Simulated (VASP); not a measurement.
# BeZn2Se3 (P6/mmm) in VASP: notebook

BeZn2Se3 is run at these levels: PBE; tasks: single point, relaxation of cell and atoms.

Program: VASP 6.6.1. These are calculated values, not measurements. Logs are shortened: lines on timing, memory, paths and dates and some standing lists are left out, and cuts for length are marked.

## 1. The cell of the first run

Symmetry: P6/mmm, No. 191, hexagonal system. Conventional cell: a = 5.957 Å, b = 5.957 Å, c = 3.453 Å, α = 90.00°, β = 90.00°, γ = 120.00°. Within 4.5 Å of Be (site symmetry 6/mmm) lie 6 Zn at 3.44 Å and 12 Se at 3.44 Å and 2 Be at 3.45 Å. Zn (site symmetry -6m2) has 6 Se at 2.44 Å within 3.2 Å. Se (site symmetry mmm) has 4 Zn at 2.44 Å and 4 Se at 2.98 Å within 3.2 Å.

The cell was built from a structure type or drawn by symmetry, and may not be a known phase.

## 2. Single point, PBE

File INCAR:

```
PREC = Accurate ; ENCUT = 520
EDIFF = 1E-6 ; ISMEAR = 0
SIGMA = 0.1 ; LREAL = False
LASPH = True ; NELM = 80
ALGO = Normal ; ISIF = 2
LWAVE = False ; LCHARG = False
GGA = PE ; NBANDS = 31
```

File KPOINTS:

```
regular mesh
0
Gamma
  3 3 6
```

File POSCAR:

```
BeZn2Se3
1.0
    5.9566957900      0.0000000000      0.0000000000
   -2.9783478900      5.1586498700      0.0000000000
    0.0000000000      0.0000000000      3.4526187900
Be Zn Se
1 2 3
Direct
    0.0000000000      0.0000000000      0.0000000000
    0.3333333300      0.6666666700      0.0000000000
    0.6666666700      0.3333333300      0.0000000000
    0.5000000000      0.0000000000      0.5000000000
    0.5000000000      0.5000000000      0.5000000000
    0.0000000000      0.5000000000      0.5000000000
```

Potentials or basis: VASP PAW PBE potentials, release 64 (Be, Zn, Se).

The run is started by

```console
> cat potpaw_PBE.64/Be/POTCAR potpaw_PBE.64/Zn/POTCAR potpaw_PBE.64/Se/POTCAR > POTCAR
> mpirun -np 1 vasp_std > vasp.out
```

OUTCAR:

```text
PREC = Accurate
   ENCUT = 520
   EDIFF = 1E-6
   ISMEAR = 0
   LREAL = False
   LASPH = True
   NELM = 80
   ISIF = 2
   GGA = PE

 ion  position               nearest neighbor table
   1  0.000  0.000  0.000-
   2  0.333  0.667  0.000-   4 2.44   4 2.44   6 2.44   6 2.44   5 2.44   5 2.44
   3  0.667  0.333  0.000-   4 2.44   4 2.44   6 2.44   6 2.44   5 2.44   5 2.44
   4  0.500  0.000  0.500-   2 2.44   3 2.44   2 2.44   3 2.44
   5  0.500  0.500  0.500-   2 2.44   3 2.44   2 2.44   3 2.44
   6  0.000  0.500  0.500-   2 2.44   3 2.44   2 2.44   3 2.44

  LATTYP: Found a hexagonal cell.
 ALAT       =     5.9566957900
 C/A-ratio  =     0.5796197946

  Lattice vectors:

 A1 = (   5.9566957900,   0.0000000000,   0.0000000000)
 A2 = (  -2.9783478900,   5.1586498700,   0.0000000000)
 A3 = (   0.0000000000,   0.0000000000,   3.4526187900)

Analysis of symmetry for initial positions (statically):
=====================================================================
 Subroutine PRICEL returns:
 Original cell was already a primitive cell.

 Routine SETGRP: Setting up the symmetry group for a
 hexagonal supercell.

 Subroutine GETGRP returns: Found 24 space group operations
 (whereof 24 operations were pure point group operations)
 out of a pool of 24 trial point group operations.

The static configuration has the point symmetry D_6h.

Analysis of symmetry for dynamics (positions and initial velocities):
=====================================================================
 Subroutine PRICEL returns:
 Original cell was already a primitive cell.

 Routine SETGRP: Setting up the symmetry group for a
 hexagonal supercell.

 Subroutine GETGRP returns: Found 24 space group operations
 (whereof 24 operations were pure point group operations)
 out of a pool of 24 trial point group operations.

The dynamic configuration has the point symmetry D_6h.

 Subroutine INISYM returns: Found 24 space group operations
 (whereof 24 operations are pure point group operations),
 and found     1 'primitive' translations

----------------------------------------------------------------------------------------

                                     Primitive cell

  volume of cell :     106.0938

  direct lattice vectors                    reciprocal lattice vectors
     5.956695790  0.000000000  0.000000000     0.167878306  0.096924585  0.000000000
    -2.978347890  5.158649870  0.000000000     0.000000000  0.193849171  0.000000000
     0.000000000  0.000000000  3.452618790     0.000000000  0.000000000  0.289635219

  length of vectors
     5.956695790  5.956695782  3.452618790     0.193849171  0.193849171  0.289635219

  position of ions in fractional coordinates (direct lattice)
     0.000000000  0.000000000  0.000000000
     0.333333330  0.666666670  0.000000000
     0.666666670  0.333333330  0.000000000
     0.500000000  0.000000000  0.500000000
     0.500000000  0.500000000  0.500000000
     0.000000000  0.500000000  0.500000000

  ion indices of the primitive-cell ions
   primitive index   ion index
                 1           1
                 2           2
                 3           3
                 4           4
                 5           5
                 6           6

----------------------------------------------------------------------------------------

 KPOINTS: regular mesh

Automatic generation of k-mesh.
 Grid dimensions read from file:
 generate k-points for:    3    3    6

 Generating k-lattice:

  Cartesian coordinates                     Fractional coordinates (reciprocal lattice)
     0.055959435  0.032308195  0.000000000     0.333333333  0.000000000  0.000000000
     0.000000000  0.064616390  0.000000000     0.000000000  0.333333333  0.000000000
     0.000000000  0.000000000  0.048272537     0.000000000  0.000000000  0.166666667

  Length of vectors
     0.064616390  0.064616390  0.048272537

  Shift w.r.t. Gamma in fractional coordinates (k-lattice)
     0.000000000  0.000000000  0.000000000

 Subroutine IBZKPT returns following result:
 ===========================================

 Found     12 irreducible k-points:

 Following reciprocal coordinates:
            Coordinates               Weight
  0.000000  0.000000  0.000000      1.000000
  0.333333 -0.000000  0.000000      6.000000
  0.333333  0.333333  0.000000      2.000000
  0.000000  0.000000  0.166667      2.000000
  0.333333 -0.000000  0.166667     12.000000
  0.333333  0.333333  0.166667      4.000000
  0.000000  0.000000  0.333333      2.000000
  0.333333 -0.000000  0.333333     12.000000
  0.333333  0.333333  0.333333      4.000000
  0.000000  0.000000  0.500000      1.000000
  0.333333 -0.000000  0.500000      6.000000
  0.333333  0.333333  0.500000      2.000000
   k-points           NKPTS =     12   k-points in BZ     NKDIM =     12   number of bands    NBANDS=     31
   number of dos      NEDOS =    301   number of ions     NIONS =      6
   total plane-waves  NPLWV =  64512
   dimension x,y,z NGX =    48 NGY =   48 NGZ =   28
   dimension x,y,z NGXF=    96 NGYF=   96 NGZF=   56
   ions per type =               1   2   3
   NGX,Y,Z   is equivalent  to a cutoff of  13.40, 13.40, 13.48 a.u.
   NGXF,Y,Z  is equivalent  to a cutoff of  26.79, 26.79, 26.96 a.u.
 SYSTEM =  unknown system
   PREC   = accura    normal or accurate (medium, high low for compatibility)
   ISTART =      0    job   : 0-new  1-cont  2-samecut
   ICHARG =      2    charge: 1-file 2-atom 10-const
   ISPIN  =      1    spin polarized calculation?
   LNONCOLLINEAR =      F non collinear calculations
   LSORBIT =      F    spin-orbit coupling
   LASPH  =      T    aspherical Exc in radial PAW
   ENCUT  =  520.0 eV  38.22 Ry    6.18 a.u.  11.08 11.08  6.42*2*pi/ulx,y,z
   NELM   =     80;   NELMIN=  2; NELMDL= -5     # of ELM steps
   EDIFF  = 0.1E-05   stopping-criterion for ELM
   LREAL  =      F    real-space projection
   EDIFFG = 0.1E-04   stopping-criterion for IOM
   NSW    =      0    number of steps for IOM
   IBRION =     -1    ionic relax: 0-MD 1-quasi-New 2-CG
   NFREE  =      0    steps in history (QN), initial steepest desc. (CG)
   ISIF   =      2    stress and relaxation
   ISYM   =      2    0-nonsym 1-usesym 2-fastsym
   POTIM  = 0.5000    time-step for ionic-motion
   TEBEG  =    0.0;   TEEND  =   0.0 temperature during run
   PSTRESS=    0.0 pullay stress
   NELECT =      44.0000    total number of electrons
   NUPDOWN=      -1.0000    fix difference up-down
   EMIN   =  10.00;   EMAX   =-10.00  energy-range for DOS
   EFERMI =   0.00;   METHOD = LEGACY
   ISMEAR =     0;   SIGMA  =   0.10  broadening in eV -4-tet -1-fermi 0-gaus
   EFERMI_NEDOS =   21; number of points for ismear=-14 and -15
   IALGO  =     38    algorithm
   IMIX   =      4    mixing-type and parameters
     AMIX     =   0.40;   BMIX     =  1.00
     AMIX_MAG =   1.60;   BMIX_MAG =  1.00
  volume/ion in A,a.u.               =      17.68       119.33
  Fermi-wavevector in a.u.,A,eV,Ry     =   1.220850  2.307072 20.279144  1.490475
  Thomas-Fermi vector in A             =   2.356053
   LORBIT       =      0    0 simple, 1 ext, 2 COOP (PROOUT), +10 PAW based schemes
   GGA     = PE    functional components
   LHFCALC =     F    Hartree Fock is set to
   AEXX    =    0.0000 exact exchange contribution
   IVDW    =     0    specifies the selected vdW correction
   LEPSILON=     F    determine dielectric tensor
   LRPA    =     F    only Hartree local field effects (RPA)
 non-spin polarized calculation
 Gauss-broadening in eV      SIGMA  =   0.10
  energy-cutoff  :      520.00
  volume of cell :      106.09
 maximum number of plane-waves:      2893
 NGX is ok and might be reduce to    48
   NGX = 23   NGY = 23   NGZ = 13

 number of electron      43.9999983 magnetization

 Free energy of the ion-electron system (eV)
  ---------------------------------------------------
  ext. energy  EPLUGINS =         0.00000000
  ---------------------------------------------------
  free energy    TOTEN  =       -11.81686053 eV

  energy without entropy =      -11.80915362  energy(sigma->0) =      -11.81300708

 E-fermi :   4.7124     XC(G=0): -10.3639

 val. band max:        4.6331165598   @ k =   0.3333   0.3333   0.3333
 cond. band min:       4.7235516131   @ k =   0.3333   0.3333   0.5000
 fundamental gap:      0.0904350533
 Fermi energy:         4.7123754043

 k-point     1 :       0.0000    0.0000    0.0000
  band No.  band energies     occupation
      1     -11.6016      2.00000
      2      -8.7858      2.00000
      3      -8.7858      2.00000
      4      -5.3514      2.00000
      5      -3.4632      2.00000
      6      -3.4632      2.00000
[... 23 lines left out ...]
     30      10.2149      0.00000
     31      10.7151      0.00000

 k-point     2 :       0.3333   -0.0000    0.0000
  band No.  band energies     occupation
      1     -11.2109      2.00000
      2      -9.7578      2.00000
      3      -8.8286      2.00000
      4      -4.3127      2.00000
      5      -3.4701      2.00000
      6      -3.4102      2.00000
[... 23 lines left out ...]
     30      10.6225      0.00000
     31      11.3610      0.00000

 k-point     3 :       0.3333    0.3333    0.0000
  band No.  band energies     occupation
      1     -10.5813      2.00000
      2     -10.5813      2.00000
      3      -8.8846      2.00000
      4      -3.6457      2.00000
      5      -3.6457      2.00000
      6      -3.4776      2.00000
[... 23 lines left out ...]
     30      12.5355      0.00000
     31      12.5355      0.00000

 k-point     4 :       0.0000    0.0000    0.1667
  band No.  band energies     occupation
      1     -11.3772      2.00000
      2      -8.6694      2.00000
      3      -8.6694      2.00000
      4      -5.0358      2.00000
      5      -3.4678      2.00000
      6      -3.4678      2.00000
[... 227 lines left out ...]
     30      11.3182      0.00000
     31      13.0619      0.00000

 k-point    11 :       0.3333   -0.0000    0.5000
  band No.  band energies     occupation
      1     -10.1516      2.00000
      2      -8.9512      2.00000
      3      -8.3235      2.00000
      4      -3.9552      2.00000
      5      -3.6203      2.00000
      6      -3.5861      2.00000
[... 23 lines left out ...]
     30      11.4817      0.00000
     31      12.6127      0.00000

 k-point    12 :       0.3333    0.3333    0.5000
  band No.  band energies     occupation
      1      -9.6096      2.00000
      2      -9.6096      2.00000
      3      -8.3754      2.00000
      4      -3.6417      2.00000
      5      -3.6417      2.00000
      6      -3.5537      2.00000
[... 23 lines left out ...]
     30      11.9503      0.00000
     31      11.9507      0.00000

------------------------ aborting loop because EDIFF is reached ----------------------------------------

  FORCE on cell =-STRESS in cart. coord.  units (eV):
  Direction    XX          YY          ZZ          XY          YZ          ZX
  --------------------------------------------------------------------------------------
  -------------------------------------------------------------------------------------
  Total       12.6249813     12.6249813     17.2896060      0.0000000     -0.0000000      0.0000000
  in kB      190.6563272    190.6563267    261.0992204      0.0000002     -0.0000000      0.0000000
  external PRESSURE =     214.1372914 kB  Pullay stress =       0.0000000 kB

 VOLUME and BASIS-vectors are now :
 -----------------------------------------------------------------------------
  energy-cutoff  :      520.00
  volume of cell :      106.09
      direct lattice vectors                 reciprocal lattice vectors
     5.956695790  0.000000000  0.000000000     0.167878306  0.096924585  0.000000000
    -2.978347890  5.158649870  0.000000000     0.000000000  0.193849171  0.000000000
     0.000000000  0.000000000  3.452618790     0.000000000  0.000000000  0.289635219

 POSITION                                       TOTAL-FORCE (eV/Angst)
 -----------------------------------------------------------------------------------
      0.00000      0.00000      0.00000         0.000000     -0.000000     -0.000000
     -0.00000      3.43910      0.00000        -0.000000      0.000000      0.000000
      2.97835      1.71955      0.00000         0.000000     -0.000000     -0.000000
      2.97835      0.00000      1.72631         0.000000     -0.000000     -0.000000
      1.48917      2.57932      1.72631         0.000000     -0.000000     -0.000000
     -1.48917      2.57932      1.72631         0.000000     -0.000000     -0.000000
 -----------------------------------------------------------------------------------
    total drift:                               -0.000000      0.000000     -0.000000

  FREE ENERGIE OF THE ION-ELECTRON SYSTEM (eV)
  ---------------------------------------------------
  free  energy   TOTEN  =       -11.8168605324 eV

  energy  without entropy=      -11.8091536224  energy(sigma->0) =      -11.81300708
```

It took 93 s on 1 thread of Intel Xeon 8259CL, shared host; peak memory 0.25 GiB.

What came out:

* Free energy: -11.8169 eV
* Pressure: 21.4 GPa
* Band gap on the k mesh: zero (bands 22 and 23 overlap by 0.80 eV)

Stress tensor (GPa, compression positive):
```
19.07  0.00  0.00
 0.00 19.07  0.00
 0.00  0.00 26.11
```

Levels at points of the mesh, in eV from the Fermi level:
```csv
k point,band 19,band 20,band 21,band 22,band 23,band 24,band 25,band 26
"(0.00, 0.00, 0.00)",-0.16,-0.16,0.21,0.21,0.28,0.68,4.07,4.07
"(0.00, 0.00, 0.50)",-3.75,-2.62,0.07,0.18,0.36,0.36,0.86,1.44
```

Caveat: the k points lie up to 0.41 Å⁻¹ apart, too coarse for converged energies and pressures of a metal.

## 3. Single point, PBE

This run uses another cell than the first one, of 22.67 Å³/atom.

File INCAR:

```
SYSTEM = BeZn2Se3
ALGO     = Normal         ! electronic algorithm
EDIFF    = 1E-7           ! SCF threshold, eV
ENCUT    = 520            ! plane-wave cutoff, eV
GGA      = PE             ! functional
ISIF     = 2              ! what is computed and relaxed
ISMEAR   = 0              ! smearing method
LASPH    = .TRUE.         ! aspherical terms in the spheres
LCHARG   = .TRUE.         ! write CHGCAR
LELF     = .TRUE.         ! ELF
LREAL    = .FALSE.        ! projectors in reciprocal space
LVHAR    = .TRUE.       
LWAVE    = .FALSE.        ! write WAVECAR
NBANDS   = 31             ! bands
NELM     = 60             ! most SCF steps
PREC     = Accurate       ! precision mode
SIGMA    = 0.1            ! smearing width, eV
```

File KPOINTS:

```
k-points
0
G
  3 3 6
  0 0 0
```

File POSCAR:

```
BeZn2Se3
1.0
    6.4646528973     -0.0000000031      0.0000000000
   -3.2323264460      5.5985536373      0.0000000000
    0.0000000000      0.0000000000      3.7578585113
Be Zn Se
1 2 3
Direct
    0.0000000000      0.0000000000      0.0000000000
    0.3333333333      0.6666666667      0.0000000000
    0.6666666667      0.3333333333      0.0000000000
    0.5000000000      0.0000000000      0.5000000000
    0.5000000000      0.5000000000      0.5000000000
    0.0000000000      0.5000000000      0.5000000000
```

Potentials or basis: VASP PAW PBE potentials, release 64 (Be, Zn, Se).

The run is started by

```console
> cat potpaw_PBE.64/Be/POTCAR potpaw_PBE.64/Zn/POTCAR potpaw_PBE.64/Se/POTCAR > POTCAR
> mpirun -np 1 vasp_std > vasp.out
```

It took 2 min on 1 thread of Intel Xeon 8259CL, shared host; peak memory 0.26 GiB.

It converged, with:

* Free energy: -13.3817 eV
* Pressure: -0.1 GPa
* Band gap on the k mesh: zero (bands 22 and 23 overlap by 0.68 eV)

Stress tensor (GPa, compression positive):
```
-0.14  0.00  0.00
 0.00 -0.14  0.00
 0.00  0.00 -0.06
```

Levels at points of the mesh, in eV from the Fermi level:
| k point | band 18 | band 19 | band 20 | band 21 | band 22 | band 23 | band 24 | band 25 | band 26 | band 27 |
| --- | --- | --- | --- | --- | --- | --- | --- | --- | --- | --- |
| (0.00, 0.00, 0.00) | -1.87 | -0.39 | -0.39 | -0.10 | 0.13 | 0.13 | 0.20 | 3.72 | 3.72 | 3.89 |
| (0.00, 0.00, 0.50) | -2.82 | -2.82 | -2.07 | 0.01 | 0.55 | 0.88 | 0.88 | 1.07 | 1.26 | 1.26 |

Caveat: the k points lie up to 0.37 Å⁻¹ apart, too coarse for converged energies and pressures of a metal; semilocal functionals underestimate gaps, so a narrow gap can read as zero.

## 4. Relaxation of cell and atoms, PBE

File INCAR:

```
  ALGO = Normal
  EDIFF = 1E-6
  EDIFFG = -0.04
  ENCUT = 600
  GGA = PE
  IBRION = 2
  ISIF = 3
  ISMEAR = 0
  LASPH = True
  LCHARG = False
  LREAL = False
  LWAVE = False
  NELM = 60
  NSW = 90
  PREC = Accurate
  SIGMA = 0.1
```

File KPOINTS:

```
k-points
0
Gamma
  3 3 6
```

File POSCAR:

```
BeZn2Se3
1.0
    5.9566957900      0.0000000000      0.0000000000
   -2.9783478900      5.1586498700      0.0000000000
    0.0000000000      0.0000000000      3.4526187900
Be Zn Se
1 2 3
Direct
    0.0000000000      0.0000000000      0.0000000000
    0.3333333300      0.6666666700      0.0000000000
    0.6666666700      0.3333333300      0.0000000000
    0.5000000000      0.0000000000      0.5000000000
    0.5000000000      0.5000000000      0.5000000000
    0.0000000000      0.5000000000      0.5000000000
```

The run is started by

```console
> cat potpaw_PBE.64/Be/POTCAR potpaw_PBE.64/Zn/POTCAR potpaw_PBE.64/Se/POTCAR > POTCAR
> mpirun -np 1 vasp_std > vasp.out
```

Run time: 8.1 min. Hardware: 1 thread of Intel Xeon 8259CL, shared host; peak memory 0.27 GiB.

Results (log left out):

```yaml
Free_energy: -13.3792 eV
Relaxed_volume: 22.68 Å³/atom
Relaxed_cell: a = 6.461 Å, b = 6.461 Å, c = 3.764 Å, α = 90.00°, β = 90.00°, γ = 120.00°
Space_group_after_relaxing_to_0.1_Å: P6/mmm (No. 191)
Energy_gained_by_relaxing: 260.4 meV/atom
Ionic_steps: 8
Pressure_after_relaxing: -0.1 GPa
Band_gap_on_the_k_mesh: zero (bands 22 and 23 overlap by 0.68 eV)
```

Stress tensor (GPa, compression positive):
```
-0.11  0.00  0.00
 0.00 -0.11  0.00
 0.00  0.00 -0.21
```

The path:
| step | energy change (eV) | largest force (eV/Å) | pressure (GPa) | volume (Å³) |
| --- | --- | --- | --- | --- |
| 1 | 0.0000 | 0.0000 | 21.40 | 106.09 |
| 2 | -1.4082 | 0.0000 | -3.40 | 146.60 |
| 3 | -1.5528 | 0.0000 | 0.33 | 134.04 |
| 4 | -1.5534 | 0.0000 | 0.13 | 134.70 |
| 5 | -1.5531 | 0.0000 | -0.10 | 135.32 |
| 6 | -1.5602 | 0.0000 | -0.18 | 135.72 |
| 7 | -1.5625 | 0.0000 | -0.20 | 136.03 |
| 8 | -1.5626 | 0.0000 | -0.15 | 136.10 |

Final structure:
```
CELL_PARAMETERS angstrom
6.46125 0.00000 0.00000
-3.23062 5.59561 0.00000
0.00000 0.00000 3.76440
ATOMIC_POSITIONS crystal
Be 0.00000 0.00000 0.00000
Zn 0.33333 0.66667 0.00000
Zn 0.66667 0.33333 0.00000
Se 0.50000 0.00000 0.50000
Se 0.50000 0.50000 0.50000
Se 0.00000 0.50000 0.50000
```

Levels at points of the mesh, in eV from the Fermi level:
```tsv
k point	band 19	band 20	band 21	band 22	band 23	band 24	band 25	band 26
(0.00, 0.00, 0.00)	-0.40	-0.40	-0.11	0.15	0.15	0.21	3.71	3.71
(0.00, 0.00, 0.50)	-2.83	-2.07	0.01	0.56	0.88	0.88	1.07	1.26
```

Caveat: the k points lie up to 0.37 Å⁻¹ apart in the final cell, too coarse for converged energies and pressures of a metal; the volume moved by over 15 % at a fixed basis, so the end points are rough; semilocal functionals underestimate gaps, so a narrow gap can read as zero.

[end of part 1 of 2]
